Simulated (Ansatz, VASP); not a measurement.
# One calculation of Be, two programs

INCAR

```
SYSTEM = Be
PREC = Accurate
ENCUT = 520
EDIFF = 1E-8
ISMEAR = -1
SIGMA = 0.03
LREAL = .FALSE.
LASPH = .TRUE.
NELM = 100
ALGO = Normal
ISIF = 2
LWAVE = .FALSE.
LCHARG = .FALSE.
GGA = PS
LEFG = .TRUE.
NBANDS = 7
```

File KPOINTS:

```
Automatic mesh
0
G
  23 23 23
  0 0 0
```

File POSCAR:

```
Be
1.0
   -1.2907145798      1.2531209513      1.2531209513
    1.2531209513     -1.2907145798      1.2531209513
    1.2531209513      1.2531209513     -1.2907145798
Be
1
Direct
    0.0000000000      0.0000000000      0.0000000000
```

Input for Ansatz:

```yaml
crystal:
  lattice:
    - [-1.2907145798, 1.2531209513, 1.2531209513]
    - [1.2531209513, -1.2907145798, 1.2531209513]
    - [1.2531209513, 1.2531209513, -1.2907145798]
  atoms:
    - { symbol: Be, position: [0.0, 0.0, 0.0] }
kpoints:
  mp_grid: { grid: [23, 23, 23] }
scf:
  occupations: { method: fermi_dirac, width: 0.03 }
hamiltonian:
  xc: pbesol
  pseudopotentials: { kind: all_electron, datasets: crystal }
output:
  forces: true
  stress: true
  eigenvalues: true
  efg: { contact_densities: true }
```

Change from the starting cell: equal xy, yz and zx shear strains of -3 %, crystal datasets.

Alike in both runs: task electric field gradients; functional PBEsol; k mesh 23 × 23 × 23; occupations fermi-dirac, width 0.03 eV; no spin polarisation.

```csv
,VASP,Ansatz
version,VASP 6.6.1,Ansatz 0.2.0
potentials or method,"VASP PAW PBE potentials, release 64 (Be), cutoff 520 eV","all-electron PAW with datasets made for the crystal, scalar-relativistic"
```

```tsv
	VASP	Ansatz	Ansatz less VASP
pressure (GPa)	-1.1	-1.5	-0.45
traceless stress, the component that is largest in VASP (GPa)	6.57	6.54	-0.036
size of Vzz on the site where it differs most (V/Å²)	0.9	0.8	-0.05
```

VASP's potentials were made for PBE, not for PBEsol. Ansatz ran all-electron here, and VASP with PAW potentials. Ansatz's warnings: printed levels off.
